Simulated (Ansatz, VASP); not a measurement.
## NaCl: VASP beside Ansatz

POSCAR

```
NaCl
1.0
    3.5021900000      0.0000000000      0.0000000000
    0.0000000000      3.5021900000      0.0000000000
    0.0000000000      0.0000000000      3.5021900000
Cl Na
1 1
Direct
    0.5000000000      0.5000000000      0.5000000000
    0.0000000000      0.0000000000      0.0000000000
```

Contents of INCAR.step1:

```
SYSTEM = NaCl
PREC = Accurate
ENCUT = 520
EDIFF = 1E-5
ISMEAR = -1
SIGMA = 0.05
LREAL = .FALSE.
LASPH = .TRUE.
NELM = 60
ALGO = Normal
ISIF = 2
LWAVE = .TRUE.
NBANDS = 14
GGA = PE
```

Contents of INCAR.step2:

```
SYSTEM = NaCl
PREC = Accurate
ENCUT = 520
EDIFF = 1E-7
ISMEAR = -1
SIGMA = 0.05
LREAL = .FALSE.
LASPH = .TRUE.
NELM = 60
ALGO = Normal
ISIF = 2
LWAVE = .FALSE.
LCHARG = .TRUE.
GGA = PE
LHFCALC = .TRUE.
AEXX = 1.0
ALDAC = 0.0
AGGAC = 0.0
PRECFOCK = Normal
LELF = .TRUE.
LVHAR = .TRUE.
NBANDS = 14
ISTART = 1
```

Contents of KPOINTS:

```
Automatic mesh
0
G
  4 4 4
  0 0 0
```

Contents of input.yaml:

```yaml
crystal:
  lattice:
    - [3.50219, 0.0, 0.0]
    - [0.0, 3.50219, 0.0]
    - [0.0, 0.0, 3.50219]
  atoms:
    - { symbol: Cl, position: [0.5, 0.5, 0.5] }
    - { symbol: Na, position: [0.0, 0.0, 0.0] }
hamiltonian:
  xc: hf
  pseudopotentials: { kind: paw }
kpoints:
  mp_grid: { grid: [4, 4, 4] }
  band_path:
    path:
      - [[0.0, 0.0, 0.0], [0.0, 0.5, 0.0], [0.5, 0.5, 0.0], [0.0, 0.0, 0.0], [0.5, 0.5, 0.5], [0.0, 0.5, 0.0]]
      - [[0.5, 0.5, 0.0], [0.5, 0.5, 0.5]]
    npoints: 4
scf:
  occupations: { method: fermi_dirac, width: 0.05 }
  n_extra_bands: 6
output:
  forces: true
  stress: true
  eigenvalues: true
  fatbands: false
```

Alike in both runs: functional HF; k mesh 4 × 4 × 4; occupations fermi-dirac, width 0.05 eV; no spin polarisation.

|  | VASP | Ansatz |
| --- | --- | --- |
| version | VASP 6.6.1 | Ansatz 0.2.0 |
| potentials or method | VASP PAW PBE potentials, release 64 (Cl, Na_pv) | Ansatz PAW |
| plane-wave cutoff (eV) | 520 | 420 |
| valence electrons in the cell | 14 | 16 |
| task | single point | band structure |

|  | VASP | Ansatz | Ansatz less VASP |
| --- | --- | --- | --- |
| gap on the k mesh at the Fermi level (eV) | 12.52 | 12.48 | -0.034 |
| least direct gap on the mesh (eV) | 13.17 | 13.14 | -0.032 |
| pressure (GPa) | 1.5 | 1.7 | +0.22 |

VASP's potentials were made for PBE, not for HF. VASP's potentials hold 14 valence electrons a cell and Ansatz's 16, so a difference there can come from the potentials and not from the codes.

The k mesh is coarse, so the values compare programs but aren't converged.
